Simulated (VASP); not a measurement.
# TaN (Fm-3m) in VASP: single point with PBEsol

Aim: the single point of TaN with PBEsol.

All numbers are computed with VASP 6.6.1; they aren't measurements. Logs are shortened: lines on timing, memory, paths and dates and some standing lists are left out, and cuts for length are marked.

## Step 1: The cell of the first run

The structure is cubic, space group Fm-3m (No. 225). Conventional cell: a = 4.375 Å, b = 4.375 Å, c = 4.375 Å, α = 90.00°, β = 90.00°, γ = 90.00°. Ta (site symmetry m-3m) has 6 N at 2.19 Å within 2.9 Å. Within 2.9 Å of N (site symmetry m-3m) lie 6 Ta at 2.19 Å.

## Step 2: Single point, PBEsol

The input, INCAR:

```
SYSTEM = TaN
PREC = Accurate ; ENCUT = 700
EDIFF = 1E-6 ; ISMEAR = 0
SIGMA = 0.1 ; LREAL = .FALSE.
LASPH = .TRUE. ; NELM = 120
ALGO = Normal ; ISIF = 2
LWAVE = .FALSE. ; LCHARG = .FALSE.
GGA = PS ; NBANDS = 16
GGA_COMPAT = .FALSE.
```

The input, KPOINTS:

```
regular mesh
0
G
  16 16 16
  0 0 0
```

The input, POSCAR:

```
TaN
1.0
    0.0000000000      2.1874205795      2.1874205795
    2.1874205795      0.0000000000      2.1874205795
    2.1874205795      2.1874205795      0.0000000000
Ta N
1 1
Direct
    0.5000000000      0.5000000000      0.5000000000
    0.0000000000      0.0000000000      0.0000000000
```

Potentials or basis: VASP PAW PBE potentials, release 64 (Ta_sv_GW, N).

Run with:

```
$ cat potpaw_PBE.64/Ta_sv_GW/POTCAR potpaw_PBE.64/N/POTCAR > POTCAR
$ mpirun -np 1 vasp_std > vasp.out
```

OUTCAR:

```text
SYSTEM = TaN
   PREC = Accurate
   ENCUT = 700
   EDIFF = 1E-6
   ISMEAR = 0
   LREAL = .FALSE.
   LASPH = .TRUE.
   NELM = 120
   ISIF = 2
   GGA = PS

 ion  position               nearest neighbor table
   1  0.500  0.500  0.500-   2 2.19   2 2.19   2 2.19   2 2.19   2 2.19   2 2.19
   2  0.000  0.000  0.000-   1 2.19   1 2.19   1 2.19   1 2.19   1 2.19   1 2.19

  LATTYP: Found a face centered cubic cell.
 ALAT       =     4.3748411590

  Lattice vectors:

 A1 = (   0.0000000000,   2.1874205795,   2.1874205795)
 A2 = (   2.1874205795,   0.0000000000,   2.1874205795)
 A3 = (   2.1874205795,   2.1874205795,   0.0000000000)

Analysis of symmetry for initial positions (statically):
=====================================================================
 Subroutine PRICEL returns:
 Original cell was already a primitive cell.

 Routine SETGRP: Setting up the symmetry group for a
 face centered cubic supercell.

 Subroutine GETGRP returns: Found 48 space group operations
 (whereof 48 operations were pure point group operations)
 out of a pool of 48 trial point group operations.

The static configuration has the point symmetry O_h .

Analysis of symmetry for dynamics (positions and initial velocities):
=====================================================================
 Subroutine PRICEL returns:
 Original cell was already a primitive cell.

 Routine SETGRP: Setting up the symmetry group for a
 face centered cubic supercell.

 Subroutine GETGRP returns: Found 48 space group operations
 (whereof 48 operations were pure point group operations)
 out of a pool of 48 trial point group operations.

The dynamic configuration has the point symmetry O_h .

 Subroutine INISYM returns: Found 48 space group operations
 (whereof 48 operations are pure point group operations),
 and found     1 'primitive' translations

----------------------------------------------------------------------------------------

                                     Primitive cell

  volume of cell :      20.9328

  direct lattice vectors                    reciprocal lattice vectors
     0.000000000  2.187420579  2.187420579    -0.228579728  0.228579728  0.228579728
     2.187420579  0.000000000  2.187420579     0.228579728 -0.228579728  0.228579728
     2.187420579  2.187420579  0.000000000     0.228579728  0.228579728 -0.228579728

  length of vectors
     3.093479850  3.093479850  3.093479850     0.395911702  0.395911702  0.395911702

  position of ions in fractional coordinates (direct lattice)
     0.500000000  0.500000000  0.500000000
     0.000000000  0.000000000  0.000000000

  ion indices of the primitive-cell ions
   primitive index   ion index
                 1           1
                 2           2

----------------------------------------------------------------------------------------

 KPOINTS: regular mesh

Automatic generation of k-mesh.
 Grid dimensions read from file:
 generate k-points for:   16   16   16

 Generating k-lattice:

  Cartesian coordinates                     Fractional coordinates (reciprocal lattice)
    -0.014286233  0.014286233  0.014286233     0.062500000  0.000000000  0.000000000
     0.014286233 -0.014286233  0.014286233     0.000000000  0.062500000  0.000000000
     0.014286233  0.014286233 -0.014286233     0.000000000  0.000000000  0.062500000

  Length of vectors
     0.024744481  0.024744481  0.024744481

  Shift w.r.t. Gamma in fractional coordinates (k-lattice)
     0.000000000  0.000000000  0.000000000

 Subroutine IBZKPT returns following result:
 ===========================================

 Found    145 irreducible k-points:

 Following reciprocal coordinates:
            Coordinates               Weight
  0.000000  0.000000  0.000000      1.000000
  0.062500  0.000000  0.000000      8.000000
  0.125000  0.000000  0.000000      8.000000
  0.187500  0.000000  0.000000      8.000000
  0.250000  0.000000  0.000000      8.000000
  0.312500  0.000000  0.000000      8.000000
[... 16 lines left out ...]
 -0.125000  0.062500  0.000000     24.000000
 -0.062500  0.062500  0.000000     12.000000
 [... further k-points ...]
   k-points           NKPTS =    145   k-points in BZ     NKDIM =    145   number of bands    NBANDS=     16
   number of dos      NEDOS =    301   number of ions     NIONS =      2
   total plane-waves  NPLWV =  21952
   dimension x,y,z NGX =    28 NGY =   28 NGZ =   28
   dimension x,y,z NGXF=    56 NGYF=   56 NGZF=   56
   ions per type =               1   1
   NGX,Y,Z   is equivalent  to a cutoff of  15.05, 15.05, 15.05 a.u.
   NGXF,Y,Z  is equivalent  to a cutoff of  30.09, 30.09, 30.09 a.u.
 SYSTEM =  TaN
   PREC   = accura    normal or accurate (medium, high low for compatibility)
   ISTART =      0    job   : 0-new  1-cont  2-samecut
   ICHARG =      2    charge: 1-file 2-atom 10-const
   ISPIN  =      1    spin polarized calculation?
   LNONCOLLINEAR =      F non collinear calculations
   LSORBIT =      F    spin-orbit coupling
   LASPH  =      T    aspherical Exc in radial PAW
   ENCUT  =  700.0 eV  51.45 Ry    7.17 a.u.   6.67  6.67  6.67*2*pi/ulx,y,z
   NELM   =    120;   NELMIN=  2; NELMDL= -5     # of ELM steps
   EDIFF  = 0.1E-05   stopping-criterion for ELM
   LREAL  =      F    real-space projection
   EDIFFG = 0.1E-04   stopping-criterion for IOM
   NSW    =      0    number of steps for IOM
   IBRION =     -1    ionic relax: 0-MD 1-quasi-New 2-CG
   NFREE  =      0    steps in history (QN), initial steepest desc. (CG)
   ISIF   =      2    stress and relaxation
   ISYM   =      2    0-nonsym 1-usesym 2-fastsym
   POTIM  = 0.5000    time-step for ionic-motion
   TEBEG  =    0.0;   TEEND  =   0.0 temperature during run
   PSTRESS=    0.0 pullay stress
   NELECT =      18.0000    total number of electrons
   NUPDOWN=      -1.0000    fix difference up-down
   EMIN   =  10.00;   EMAX   =-10.00  energy-range for DOS
   EFERMI =   0.00;   METHOD = LEGACY
   ISMEAR =     0;   SIGMA  =   0.10  broadening in eV -4-tet -1-fermi 0-gaus
   EFERMI_NEDOS =   21; number of points for ismear=-14 and -15
   IALGO  =     38    algorithm
   IMIX   =      4    mixing-type and parameters
     AMIX     =   0.40;   BMIX     =  1.00
     AMIX_MAG =   1.60;   BMIX_MAG =  1.00
  volume/ion in A,a.u.               =      10.47        70.63
  Fermi-wavevector in a.u.,A,eV,Ry     =   1.556766  2.941861 32.974002  2.423521
  Thomas-Fermi vector in A             =   2.660514
   LORBIT       =      0    0 simple, 1 ext, 2 COOP (PROOUT), +10 PAW based schemes
   GGA     = PS    functional components
   LHFCALC =     F    Hartree Fock is set to
   AEXX    =    0.0000 exact exchange contribution
   IVDW    =     0    specifies the selected vdW correction
   LEPSILON=     F    determine dielectric tensor
   LRPA    =     F    only Hartree local field effects (RPA)
 non-spin polarized calculation
 Gauss-broadening in eV      SIGMA  =   0.10
  energy-cutoff  :      700.00
  volume of cell :       20.93
 maximum number of plane-waves:       903
   NGX = 13   NGY = 13   NGZ = 13

 number of electron      18.0000000 magnetization

 Free energy of the ion-electron system (eV)
  ---------------------------------------------------
  ext. energy  EPLUGINS =         0.00000000
  ---------------------------------------------------
  free energy    TOTEN  =       -25.76152094 eV

  energy without entropy =      -25.75589583  energy(sigma->0) =      -25.75870838

 E-fermi :  13.8755     XC(G=0): -14.0505

 val. band max:       13.8652214986   @ k =  -0.2500   0.3750   0.1250
 cond. band min:      13.8803971333   @ k =  -0.3125   0.3125   0.1250
 fundamental gap:      0.0151756348
 Fermi energy:        13.8754861418

 k-point     1 :       0.0000    0.0000    0.0000
  band No.  band energies     occupation
      1     -55.5899      2.00000
      2     -21.7668      2.00000
      3     -21.7668      2.00000
      4     -21.7668      2.00000
      5      -5.0332      2.00000
      6      10.0452      2.00000
[... 8 lines left out ...]
     15      23.0226      0.00000
     16      38.3310      0.00000

 k-point     2 :       0.0625    0.0000    0.0000
  band No.  band energies     occupation
      1     -55.5876      2.00000
      2     -21.8045      2.00000
      3     -21.7702      2.00000
      4     -21.7702      2.00000
      5      -4.9346      2.00000
      6       9.5228      2.00000
[... 8 lines left out ...]
     15      23.3214      0.00000
     16      36.7400      0.00000

 k-point     3 :       0.1250    0.0000    0.0000
  band No.  band energies     occupation
      1     -55.5811      2.00000
      2     -21.9105      2.00000
      3     -21.7798      2.00000
      4     -21.7798      2.00000
      5      -4.6496      2.00000
      6       8.4707      2.00000
[... 8 lines left out ...]
     15      24.1518      0.00000
     16      34.4528      0.00000

 k-point     4 :       0.1875    0.0000    0.0000
  band No.  band energies     occupation
      1     -55.5712      2.00000
      2     -22.0653      2.00000
      3     -21.7941      2.00000
      4     -21.7941      2.00000
      5      -4.2087      2.00000
      6       7.2963      2.00000
[... 8 lines left out ...]
     15      25.2895      0.00000
     16      32.3925      0.00000

 k-point     5 :       0.2500    0.0000    0.0000
  band No.  band energies     occupation
      1     -55.5595      2.00000
      2     -22.2425      2.00000
      3     -21.8109      2.00000
      4     -21.8109      2.00000
      5      -3.6579      2.00000
      6       6.1439      2.00000
[... 8 lines left out ...]
     15      26.1813      0.00000
     16      31.2121      0.00000

 k-point     6 :       0.3125    0.0000    0.0000
  band No.  band energies     occupation
      1     -55.5478      2.00000
      2     -22.4142      2.00000
      3     -21.8276      2.00000
      4     -21.8276      2.00000
      5      -3.0566      2.00000
      6       5.0913      2.00000
[... 8 lines left out ...]
     15      26.1254      0.00000
     16      29.5754      0.00000

 k-point     7 :       0.3750    0.0000    0.0000
  band No.  band energies     occupation
      1     -55.5378      2.00000
      2     -22.5558      2.00000
      3     -21.8417      2.00000
      4     -21.8417      2.00000
      5      -2.4818      2.00000
      6       4.2085      2.00000
[... 8 lines left out ...]
     15      25.7610      0.00000
     16      27.7872      0.00000

 k-point     8 :       0.4375    0.0000    0.0000
  band No.  band energies     occupation
      1     -55.5312      2.00000
      2     -22.6486      2.00000
      3     -21.8510      2.00000
      4     -21.8510      2.00000
      5      -2.0418      2.00000
      6       3.5906      2.00000
[... 8 lines left out ...]
     15      25.6987      0.00000
     16      26.4614      0.00000

 k-point     9 :       0.5000    0.0000    0.0000
  band No.  band energies     occupation
      1     -55.5289      2.00000
      2     -22.6808      2.00000
      3     -21.8543      2.00000
      4     -21.8543      2.00000
      5      -1.8709      2.00000
      6       3.3616      2.00000
[... 8 lines left out ...]
     15      25.7384      0.00000
     16      25.9338      0.00000
[... 172 lines left out ...]
 k-point    19 :      -0.3750    0.0625    0.0000
  band No.  band energies     occupation
      1     -55.5341      2.00000
      2     -22.5825      2.00000
      3     -21.8798      2.00000
      4     -21.8406      2.00000
      5      -2.3424      2.00000
      6       4.0231      2.00000
[... 8 lines left out ...]
     15      25.5745      0.00000
     16      27.0598      0.00000

 k-point    20 :      -0.3125    0.0625    0.0000
  band No.  band energies     occupation
      1     -55.5429      2.00000
      2     -22.4595      2.00000
      3     -21.8706      2.00000
      4     -21.8231      2.00000
      5      -2.8520      2.00000
      6       4.7648      2.00000
[... 8 lines left out ...]
     15      25.9675      0.00000
     16      28.2530      0.00000

 k-point    21 :      -0.2500    0.0625    0.0000
  band No.  band energies     occupation
      1     -55.5540      2.00000
      2     -22.3010      2.00000
      3     -21.8550      2.00000
      4     -21.8044      2.00000
      5      -3.4253      2.00000
      6       5.6939      2.00000
[... 8 lines left out ...]
     15      26.3804      0.00000
     16      29.4381      0.00000

 k-point    22 :      -0.1875    0.0625    0.0000
  band No.  band energies     occupation
      1     -55.5657      2.00000
      2     -22.1296      2.00000
      3     -21.8351      2.00000
      4     -21.7876      2.00000
      5      -3.9778      2.00000
      6       6.7332      2.00000
[... 8 lines left out ...]
     15      25.8447      0.00000
     16      30.8464      0.00000

 k-point    23 :      -0.1250    0.0625    0.0000
  band No.  band energies     occupation
      1     -55.5763      2.00000
      2     -21.9720      2.00000
      3     -21.8132      2.00000
      4     -21.7751      2.00000
      5      -4.4449      2.00000
      6       7.8084      2.00000
[... 8 lines left out ...]
     15      24.7374      0.00000
     16      32.8920      0.00000

 k-point    24 :      -0.0625    0.0625    0.0000
  band No.  band energies     occupation
      1     -55.5839      2.00000
      2     -21.8566      2.00000
      3     -21.7904      2.00000
      4     -21.7690      2.00000
      5      -4.7758      2.00000
      6       8.8147      2.00000
[... 8 lines left out ...]
     15      23.7966      0.00000
     16      35.1637      0.00000

 [... further k-points ...]

------------------------ aborting loop because EDIFF is reached ----------------------------------------

  FORCE on cell =-STRESS in cart. coord.  units (eV):
  Direction    XX          YY          ZZ          XY          YZ          ZX
  --------------------------------------------------------------------------------------
  -------------------------------------------------------------------------------------
  Total        0.0318827      0.0318827      0.0318827      0.0000000     -0.0000000     -0.0000000
  in kB        2.4402767      2.4402767      2.4402767      0.0000000     -0.0000000     -0.0000000
  external PRESSURE =       2.4402767 kB  Pullay stress =       0.0000000 kB

 VOLUME and BASIS-vectors are now :
 -----------------------------------------------------------------------------
  energy-cutoff  :      700.00
  volume of cell :       20.93
      direct lattice vectors                 reciprocal lattice vectors
     0.000000000  2.187420579  2.187420579    -0.228579728  0.228579728  0.228579728
     2.187420579  0.000000000  2.187420579     0.228579728 -0.228579728  0.228579728
     2.187420579  2.187420579  0.000000000     0.228579728  0.228579728 -0.228579728

 POSITION                                       TOTAL-FORCE (eV/Angst)
 -----------------------------------------------------------------------------------
      2.18742      2.18742      2.18742         0.000000     -0.000000     -0.000000
      0.00000      0.00000      0.00000        -0.000000      0.000000      0.000000
 -----------------------------------------------------------------------------------
    total drift:                                0.000000      0.000000      0.000000

  FREE ENERGIE OF THE ION-ELECTRON SYSTEM (eV)
  ---------------------------------------------------
  free  energy   TOTEN  =       -25.7615209394 eV

  energy  without entropy=      -25.7558958257  energy(sigma->0) =      -25.75870838
```

Wall time 58 s (1 thread of AMD EPYC 7R13 (Zen 3), shared host); peak memory 0.2 GiB.

What came out:

```
Free energy            : -25.7615 eV
Pressure               : 0.2 GPa
Band gap on the k mesh : zero (bands 9 and 10 overlap by 4.13 eV)
```

Caveat: the PAW data sets were made with another functional, which shifts forces and pressure a little; spin-orbit coupling is left out, which moves the levels of the heavy elements.
